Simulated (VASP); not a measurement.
# Os (Fm-3m) in VASP: settings compared

Os is run at these levels: PBE, PBE+U; tasks: single point.

Program: VASP 6.6.1. These are calculated values, not measurements. Logs are shortened: lines on timing, memory, paths and dates and some standing lists are left out, and cuts for length are marked.

## (1) The cell of the first run

Symmetry: Fm-3m, No. 225, cubic system. The conventional cell has a = 3.844 Å, b = 3.844 Å, c = 3.844 Å, α = 90.00°, β = 90.00°, γ = 90.00°. Within 3.6 Å of Os (site symmetry m-3m) lie 12 Os at 2.72 Å.

This isn't the form of Os at room conditions, which is hcp.

## (2) Single point, PBE

INCAR reads:

```
SYSTEM = Os
ALGO = Normal
EDIFF = 1E-6
ENCUT = 600
GGA = PE
GGA_COMPAT = .False.
ISIF = 2
ISMEAR = 0
LASPH = .True.
LCHARG = .False.
LREAL = .False.
LWAVE = .False.
NBANDS = 10
NELM = 120
PREC = Accurate
SIGMA = 0.1
```

KPOINTS reads:

```
k-points
0
Gamma
  6 6 6
  0 0 0
```

POSCAR reads:

```
Os
1.0
    0.0000000000      1.9220413878      1.9220413878
    1.9220413878      0.0000000000      1.9220413878
    1.9220413878      1.9220413878      0.0000000000
Os
1
Direct
    0.0000000000      0.0000000000      0.0000000000
```

Potentials or basis: VASP PAW PBE potentials, release 64 (Os).

Command:

```
> cat potpaw_PBE.64/Os/POTCAR > POTCAR
> mpirun -np 1 vasp_std > vasp.out
```

OUTCAR:

```text
SYSTEM = Os
   EDIFF = 1E-6
   ENCUT = 600
   GGA = PE
   ISIF = 2
   ISMEAR = 0
   LASPH = .True.
   LREAL = .False.
   NELM = 120
   PREC = Accurate

 ion  position               nearest neighbor table
   1  0.000  0.000  0.000-

  LATTYP: Found a face centered cubic cell.
 ALAT       =     3.8440827756

  Lattice vectors:

 A1 = (   0.0000000000,   1.9220413878,   1.9220413878)
 A2 = (   1.9220413878,   0.0000000000,   1.9220413878)
 A3 = (   1.9220413878,   1.9220413878,   0.0000000000)

Analysis of symmetry for initial positions (statically):
=====================================================================
 Subroutine PRICEL returns:
 Original cell was already a primitive cell.

 Routine SETGRP: Setting up the symmetry group for a
 face centered cubic supercell.

 Subroutine GETGRP returns: Found 48 space group operations
 (whereof 48 operations were pure point group operations)
 out of a pool of 48 trial point group operations.

The static configuration has the point symmetry O_h .

Analysis of symmetry for dynamics (positions and initial velocities):
=====================================================================
 Subroutine PRICEL returns:
 Original cell was already a primitive cell.

 Routine SETGRP: Setting up the symmetry group for a
 face centered cubic supercell.

 Subroutine GETGRP returns: Found 48 space group operations
 (whereof 48 operations were pure point group operations)
 out of a pool of 48 trial point group operations.

The dynamic configuration has the point symmetry O_h .

 Subroutine INISYM returns: Found 48 space group operations
 (whereof 48 operations are pure point group operations),
 and found     1 'primitive' translations

----------------------------------------------------------------------------------------

                                     Primitive cell

  volume of cell :      14.2010

  direct lattice vectors                    reciprocal lattice vectors
     0.000000000  1.922041388  1.922041388    -0.260140080  0.260140080  0.260140080
     1.922041388  0.000000000  1.922041388     0.260140080 -0.260140080  0.260140080
     1.922041388  1.922041388  0.000000000     0.260140080  0.260140080 -0.260140080

  length of vectors
     2.718176998  2.718176998  2.718176998     0.450575835  0.450575835  0.450575835

  position of ions in fractional coordinates (direct lattice)
     0.000000000  0.000000000  0.000000000

  ion indices of the primitive-cell ions
   primitive index   ion index
                 1           1

----------------------------------------------------------------------------------------

 KPOINTS: k-points

Automatic generation of k-mesh.
 Grid dimensions read from file:
 generate k-points for:    6    6    6

 Generating k-lattice:

  Cartesian coordinates                     Fractional coordinates (reciprocal lattice)
    -0.043356680  0.043356680  0.043356680     0.166666667  0.000000000  0.000000000
     0.043356680 -0.043356680  0.043356680     0.000000000  0.166666667  0.000000000
     0.043356680  0.043356680 -0.043356680     0.000000000  0.000000000  0.166666667

  Length of vectors
     0.075095973  0.075095973  0.075095973

  Shift w.r.t. Gamma in fractional coordinates (k-lattice)
     0.000000000  0.000000000  0.000000000

 Subroutine IBZKPT returns following result:
 ===========================================

 Found     16 irreducible k-points:

 Following reciprocal coordinates:
            Coordinates               Weight
  0.000000  0.000000  0.000000      1.000000
  0.166667  0.000000  0.000000      8.000000
  0.333333  0.000000  0.000000      8.000000
  0.500000  0.000000  0.000000      4.000000
  0.166667  0.166667  0.000000      6.000000
  0.333333  0.166667  0.000000     24.000000
[... 8 lines left out ...]
 -0.333333  0.333333  0.166667     24.000000
 -0.333333  0.500000  0.166667     12.000000
   k-points           NKPTS =     16   k-points in BZ     NKDIM =     16   number of bands    NBANDS=     10
   number of dos      NEDOS =    301   number of ions     NIONS =      1
   total plane-waves  NPLWV =  13824
   dimension x,y,z NGX =    24 NGY =   24 NGZ =   24
   dimension x,y,z NGXF=    48 NGYF=   48 NGZF=   48
   ions per type =               1
   NGX,Y,Z   is equivalent  to a cutoff of  14.68, 14.68, 14.68 a.u.
   NGXF,Y,Z  is equivalent  to a cutoff of  29.36, 29.36, 29.36 a.u.
 SYSTEM =  Os
   PREC   = accura    normal or accurate (medium, high low for compatibility)
   ISTART =      0    job   : 0-new  1-cont  2-samecut
   ICHARG =      2    charge: 1-file 2-atom 10-const
   ISPIN  =      1    spin polarized calculation?
   LNONCOLLINEAR =      F non collinear calculations
   LSORBIT =      F    spin-orbit coupling
   LASPH  =      T    aspherical Exc in radial PAW
   ENCUT  =  600.0 eV  44.10 Ry    6.64 a.u.   5.43  5.43  5.43*2*pi/ulx,y,z
   NELM   =    120;   NELMIN=  2; NELMDL= -5     # of ELM steps
   EDIFF  = 0.1E-05   stopping-criterion for ELM
   LREAL  =      F    real-space projection
   EDIFFG = 0.1E-04   stopping-criterion for IOM
   NSW    =      0    number of steps for IOM
   IBRION =     -1    ionic relax: 0-MD 1-quasi-New 2-CG
   NFREE  =      0    steps in history (QN), initial steepest desc. (CG)
   ISIF   =      2    stress and relaxation
   ISYM   =      2    0-nonsym 1-usesym 2-fastsym
   POTIM  = 0.5000    time-step for ionic-motion
   TEBEG  =    0.0;   TEEND  =   0.0 temperature during run
   PSTRESS=    0.0 pullay stress
   NELECT =       8.0000    total number of electrons
   NUPDOWN=      -1.0000    fix difference up-down
   EMIN   =  10.00;   EMAX   =-10.00  energy-range for DOS
   EFERMI =   0.00;   METHOD = LEGACY
   ISMEAR =     0;   SIGMA  =   0.10  broadening in eV -4-tet -1-fermi 0-gaus
   EFERMI_NEDOS =   21; number of points for ismear=-14 and -15
   IALGO  =     38    algorithm
   IMIX   =      4    mixing-type and parameters
     AMIX     =   0.40;   BMIX     =  1.00
     AMIX_MAG =   1.60;   BMIX_MAG =  1.00
  volume/ion in A,a.u.               =      14.20        95.83
  Fermi-wavevector in a.u.,A,eV,Ry     =   1.352069  2.555039 24.872671  1.828090
  Thomas-Fermi vector in A             =   2.479438
   LORBIT       =      0    0 simple, 1 ext, 2 COOP (PROOUT), +10 PAW based schemes
   GGA     = PE    functional components
   LHFCALC =     F    Hartree Fock is set to
   AEXX    =    0.0000 exact exchange contribution
   IVDW    =     0    specifies the selected vdW correction
   LEPSILON=     F    determine dielectric tensor
   LRPA    =     F    only Hartree local field effects (RPA)
 non-spin polarized calculation
 Gauss-broadening in eV      SIGMA  =   0.10
  energy-cutoff  :      600.00
  volume of cell :       14.20
 maximum number of plane-waves:       489
 NGX is ok and might be reduce to    24
   NGX = 11   NGY = 11   NGZ = 11

 number of electron       8.0000000 magnetization

 Free energy of the ion-electron system (eV)
  ---------------------------------------------------
  ext. energy  EPLUGINS =         0.00000000
  ---------------------------------------------------
  free energy    TOTEN  =       -11.05292500 eV

  energy without entropy =      -11.05261484  energy(sigma->0) =      -11.05276992

 E-fermi :   9.4466     XC(G=0): -13.9727

 val. band max:        9.2714270641   @ k =  -0.3333   0.5000   0.1667
 cond. band min:       9.6422978931   @ k =   0.3333   0.1667   0.0000
 fundamental gap:      0.3708708290
 Fermi energy:         9.4465687893

 k-point     1 :       0.0000    0.0000    0.0000
  band No.  band energies     occupation
      1      -1.5658      2.00000
      2       6.1637      2.00000
      3       6.1637      2.00000
      4       6.1637      2.00000
      5       9.1638      1.99994
      6       9.1638      1.99994
      7      23.3505      0.00000
      8      29.1399      0.00000
      9      29.1399      0.00000
     10      29.1399      0.00000

 k-point     2 :       0.1667    0.0000    0.0000
  band No.  band energies     occupation
      1      -0.3807      2.00000
      2       5.5961      2.00000
      3       6.5906      2.00000
      4       6.5907      2.00000
      5       8.9640      2.00000
      6       8.9640      2.00000
      7      25.0136      0.00000
      8      25.8745      0.00000
      9      31.2841      0.00000
     10      31.2841      0.00000

 k-point     3 :       0.3333    0.0000    0.0000
  band No.  band energies     occupation
      1       1.3966      2.00000
      2       6.3506      2.00000
      3       6.3822      2.00000
      4       6.3822      2.00000
      5      10.2185      0.00000
      6      10.2185      0.00000
      7      21.2781      0.00000
      8      25.0893      0.00000
      9      32.5271      0.00000
     10      32.5271      0.00000

 k-point     4 :       0.5000    0.0000    0.0000
  band No.  band energies     occupation
      1       1.5368      2.00000
      2       6.0214      2.00000
      3       6.0214      2.00000
      4       8.9190      2.00000
      5      11.5141      0.00000
      6      11.5141      0.00000
      7      17.9420      0.00000
      8      22.9213      0.00000
      9      29.3592      0.00000
     10      29.3592      0.00000

 k-point     5 :       0.1667    0.1667    0.0000
  band No.  band energies     occupation
      1       0.0304      2.00000
      2       4.9513      2.00000
      3       7.1600      2.00000
      4       7.1600      2.00000
      5       7.7494      2.00000
      6       9.6775      0.00109
      7      26.2794      0.00000
      8      27.3720      0.00000
      9      29.5588      0.00000
     10      29.5588      0.00000

 k-point     6 :       0.3333    0.1667    0.0000
  band No.  band energies     occupation
      1       1.9015      2.00000
      2       4.4523      2.00000
      3       6.1649      2.00000
      4       7.5752      2.00000
      5       9.6423      0.00564
      6      10.6947      0.00000
      7      23.7118      0.00000
      8      27.2524      0.00000
      9      29.0646      0.00000
     10      30.7314      0.00000

 k-point     7 :       0.5000    0.1667    0.0000
  band No.  band energies     occupation
      1       2.4654      2.00000
      2       5.0891      2.00000
      3       6.6101      2.00000
      4       7.0459      2.00000
      5      11.6059      0.00000
      6      13.5385      0.00000
      7      17.9804      0.00000
      8      24.9621      0.00000
      9      28.1462      0.00000
     10      28.9412      0.00000

 k-point     8 :      -0.3333    0.1667    0.0000
  band No.  band energies     occupation
      1       2.6141      2.00000
      2       5.4185      2.00000
      3       6.0794      2.00000
      4       6.9988      2.00000
      5       9.8539      0.00000
      6      13.2507      0.00000
      7      20.0895      0.00000
      8      25.4335      0.00000
      9      27.0791      0.00000
     10      32.0186      0.00000

 k-point     9 :      -0.1667    0.1667    0.0000
  band No.  band energies     occupation
      1       1.3038      2.00000
      2       4.9139      2.00000
      3       6.4583      2.00000
      4       7.4956      2.00000
      5       7.8518      2.00000
      6      10.7016      0.00000
      7      24.3581      0.00000
      8      27.5742      0.00000
      9      29.5702      0.00000
     10      30.1461      0.00000

 k-point    10 :       0.3333    0.3333    0.0000
  band No.  band energies     occupation
      1       2.1229      2.00000
      2       3.1059      2.00000
      3       7.7606      2.00000
      4       9.8726      0.00000
      5       9.8726      0.00000
      6      10.8286      0.00000
      7      25.1967      0.00000
      8      25.1967      0.00000
      9      26.9422      0.00000
     10      29.9455      0.00000

 k-point    11 :       0.5000    0.3333    0.0000
  band No.  band energies     occupation
      1       2.4055      2.00000
      2       3.2081      2.00000
      3       7.6473      2.00000
      4       9.6857      0.00072
      5      11.8244      0.00000
      6      14.2762      0.00000
      7      19.0996      0.00000
      8      24.1432      0.00000
      9      24.2184      0.00000
     10      31.4904      0.00000

 k-point    12 :      -0.3333    0.3333    0.0000
  band No.  band energies     occupation
      1       3.2845      2.00000
      2       4.4821      2.00000
      3       6.0779      2.00000
      4       8.6253      2.00000
      5      10.4943      0.00000
      6      15.1975      0.00000
      7      20.3992      0.00000
      8      21.3981      0.00000
      9      27.9519      0.00000
     10      29.4958      0.00000

 k-point    13 :       0.5000    0.5000    0.0000
  band No.  band energies     occupation
      1       1.6832      2.00000
      2       2.3545      2.00000
      3      11.4376      0.00000
      4      11.4846      0.00000
      5      12.1777      0.00000
      6      12.1777      0.00000
      7      21.1896      0.00000
      8      21.3178      0.00000
      9      21.3178      0.00000
     10      31.4401      0.00000

 k-point    14 :       0.5000    0.3333    0.1667
  band No.  band energies     occupation
      1       3.4283      2.00000
      2       4.0486      2.00000
      3       5.2551      2.00000
      4       8.9849      2.00000
      5       9.8837      0.00000
      6      13.5242      0.00000
      7      21.5760      0.00000
      8      24.1918      0.00000
      9      26.7129      0.00000
     10      32.7150      0.00000

 k-point    15 :      -0.3333    0.3333    0.1667
  band No.  band energies     occupation
      1       3.9783      2.00000
      2       3.9850      2.00000
      3       5.6121      2.00000
      4       8.2931      2.00000
      5      11.1821      0.00000
      6      17.0165      0.00000
      7      17.1339      0.00000
      8      23.7500      0.00000
      9      25.3016      0.00000
     10      31.1091      0.00000

 k-point    16 :      -0.3333    0.5000    0.1667
  band No.  band energies     occupation
      1       2.8657      2.00000
      2       3.5630      2.00000
      3       6.9288      2.00000
      4       9.2714      1.98675
      5      12.1831      0.00000
      6      17.0736      0.00000
      7      18.7580      0.00000
      8      20.5875      0.00000
      9      23.6661      0.00000
     10      35.2807      0.00000

------------------------ aborting loop because EDIFF is reached ----------------------------------------

  FORCE on cell =-STRESS in cart. coord.  units (eV):
  Direction    XX          YY          ZZ          XY          YZ          ZX
  --------------------------------------------------------------------------------------
  -------------------------------------------------------------------------------------
  Total        0.4348798      0.4348798      0.4348798      0.0000000     -0.0000000      0.0000000
  in kB       49.0638484     49.0638484     49.0638484      0.0000000     -0.0000000      0.0000000
  external PRESSURE =      49.0638484 kB  Pullay stress =       0.0000000 kB

 VOLUME and BASIS-vectors are now :
 -----------------------------------------------------------------------------
  energy-cutoff  :      600.00
  volume of cell :       14.20
      direct lattice vectors                 reciprocal lattice vectors
     0.000000000  1.922041388  1.922041388    -0.260140080  0.260140080  0.260140080
     1.922041388  0.000000000  1.922041388     0.260140080 -0.260140080  0.260140080
     1.922041388  1.922041388  0.000000000     0.260140080  0.260140080 -0.260140080

 POSITION                                       TOTAL-FORCE (eV/Angst)
 -----------------------------------------------------------------------------------
      0.00000      0.00000      0.00000         0.000000      0.000000      0.000000
 -----------------------------------------------------------------------------------
    total drift:                                0.000000      0.000000     -0.000000

  FREE ENERGIE OF THE ION-ELECTRON SYSTEM (eV)
  ---------------------------------------------------
  free  energy   TOTEN  =       -11.0529250023 eV

  energy  without entropy=      -11.0526148434  energy(sigma->0) =      -11.05276992
```

Run time: 3.9 s. Hardware: 1 thread of Intel Xeon Platinum 8375C at 2.90GHz (Ice Lake), shared host; peak memory 0.14 GiB.

What came out:

```
Free energy            : -11.0529 eV
Pressure               : 4.9 GPa
Band gap on the k mesh : zero (bands 4 and 5 overlap by 3.74 eV)
```

Caveat: the k points lie up to 0.47 Å⁻¹ apart, too coarse for converged energies and pressures of a metal; spin-orbit coupling is left out, which moves the levels of the heavy elements.

## (3) Single point, PBE+U

INCAR reads:

```
PREC = Accurate
ENCUT = 600
EDIFF = 1E-6
ISMEAR = 0
SIGMA = 0.1
LREAL = F
LASPH = T
NELM = 200
ALGO = Normal
ISIF = 2
LWAVE = F
LCHARG = T
LMAXMIX = 4
LDAU = T
LDAUTYPE = 1
LDAUL = 2
LDAUU = 7.5
LDAUJ = 0.69
LDAUPRINT = 1
GGA = PE
LELF = T
LVHAR = T
NBANDS = 10
GGA_COMPAT = F
```

KPOINTS reads:

```
Automatic mesh
0
Gamma
  4 4 4
```

POSCAR is that of step 2.

Potentials or basis: VASP PAW PBE potentials, release 64 (Os).

Command:

```
> cat potpaw_PBE.64/Os/POTCAR > POTCAR
> mpirun -np 1 vasp_std > vasp.out
```

Wall time 5.8 s (1 thread of Intel Xeon Platinum 8375C at 2.90GHz (Ice Lake), shared host); peak memory 0.14 GiB.

Results (log left out):

- Free energy: -3.3741 eV
- Pressure: -29.8 GPa
- Band gap on the k mesh: zero (bands 4 and 5 overlap by 3.85 eV)

Levels at points of the mesh, in eV from the Fermi level:
```csv
k point,band 2,band 3,band 4,band 5,band 6,band 7
"(0.00, 0.00, 0.00)",-2.86,-2.86,-2.86,0.06,0.06,15.64
"(0.50, 0.00, 0.00)",-3.10,-3.10,1.08,2.59,2.59,9.66
"(0.50, 0.50, 0.00)",-6.78,2.45,3.32,3.32,3.65,12.98
```

Eigenvalues of the final occupation matrices:
```csv
site,spin,trace,eigenvalues
site 1 d,1,3.59,0.71 0.71 0.71 0.73 0.73
site 1 d,2,3.59,0.71 0.71 0.71 0.73 0.73
```

Caveat: the k points lie up to 0.71 Å⁻¹ apart, too coarse for converged energies and pressures of a metal; spin-orbit coupling is left out, which moves the levels of the heavy elements; U without spin polarisation on a metal has little footing; the U is typed as a test and isn't derived for this compound.
